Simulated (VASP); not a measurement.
Input of a VASP 6.6.1 run:

Contents of INCAR:

```
SYSTEM = InGa3P4
PREC = Accurate
ENCUT = 520
EDIFF = 1E-6
ISMEAR = 0
SIGMA = 0.02
LREAL = .False.
LASPH = .True.
NELM = 100
ALGO = Normal
ISIF = 2
LWAVE = .False.
LCHARG = .True.
GGA = PS
LELF = .True.
LVHAR = .True.
NBANDS = 46
```

File KPOINTS:

```
regular mesh
0
Gamma
  8 8 4
  0 0 0
```

Contents of POSCAR:

```
InGa3P4
1.0
    0.0000000000      2.7697495108     -2.7697495108
   -2.7791371478     -5.5443588172     -2.7746093064
   -5.5614095181      2.7740323141      2.7740323141
In Ga P
1 3 4
Direct
    0.7491243660      0.4982487320      0.2489902982
   -0.0024099652     -0.0048199304     -0.0056522595
    0.2502398033      0.5004796066      0.7499367441
    0.5025850933      0.0051701866      0.5055973497
    0.3194549705      0.6389099411      0.4561317982
    0.5517223244      0.1034446487      0.1838054294
    0.8137633358      0.6275266716      0.9223564804
    0.0655200720      0.1310401439      0.6888341594
```

Potentials or basis: VASP PAW PBE potentials, release 64 (In_d, Ga_d, P).

The run is started by

```sh
$ cat potpaw_PBE.64/In_d/POTCAR potpaw_PBE.64/Ga_d/POTCAR potpaw_PBE.64/P/POTCAR > POTCAR
$ mpirun -np 1 vasp_std > vasp.out
```

(1) Estimate the pressure.

(2) What does it give for the largest force?

(3) Estimate the band gap on the k mesh.

## Answers

(1) -0.1 GPa.

(2) 0.005 eV/Å.

(3) 1.13 eV.

Caveat: the PAW data sets were made with another functional, which shifts forces and pressure a little; spin-orbit coupling is left out, which moves the levels of the heavy elements.
